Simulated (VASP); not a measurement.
A run of VASP 6.6.1 is set up as follows.

The input INCAR:

```
SYSTEM = Sn
ALGO = Normal
EDIFF = 1E-6
EDIFFG = -0.01
ENCUT = 600
GGA = CA
IBRION = 2
ISIF = 3
ISMEAR = -1
LASPH = .True.
LCHARG = .False.
LREAL = .False.
LWAVE = .False.
NELM = 100
NSW = 80
PREC = Accurate
SIGMA = 0.1
```

The input KPOINTS:

```
k-points
0
Gamma
  7 7 10
  0 0 0
```

POSCAR

```
Sn
1.0
    5.4109849790      0.0000000000      0.0000000000
   -2.7054924895      4.6860504513      0.0000000000
    0.0000000000      0.0000000000      3.3169337921
Sn
3
Direct
    0.0000000000      0.0000000000      0.0000000000
    0.3333333333      0.6666666667      0.5000000000
    0.6666666667      0.3333333333      0.5000000000
```

Potentials or basis: VASP PAW LDA potentials, release 64 (Sn_d).

Launch:

```bash
$ cat potpaw_LDA.64/Sn_d/POTCAR > POTCAR
$ mpirun -np 1 vasp_std > vasp.out
```

Estimate the relaxed cell.

a = 5.268 Å, b = 5.268 Å, c = 3.207 Å, α = 90.00°, β = 90.00°, γ = 120.00°.

Estimate the band gap on the k mesh.

zero (bands 21 and 22 overlap by 4.67 eV).

Estimate the relaxed volume.

25.69 Å³/atom.

What does it give for the space group after relaxing (to 0.1 Å)?

P6/mmm (No. 191).

Step by step:
```csv
step,energy change (eV),largest force (eV/Å),pressure (GPa),volume (Å³)
1,0.0000,0.0000,-4.14,84.10
2,-0.0935,0.0000,1.22,75.59
3,-0.0989,0.0000,0.00,77.08
4,-0.0992,0.0000,0.00,77.07
5,-0.0993,0.0000,-0.01,77.06
```

Caveat: spin-orbit coupling is left out, which moves the levels of the heavy elements.
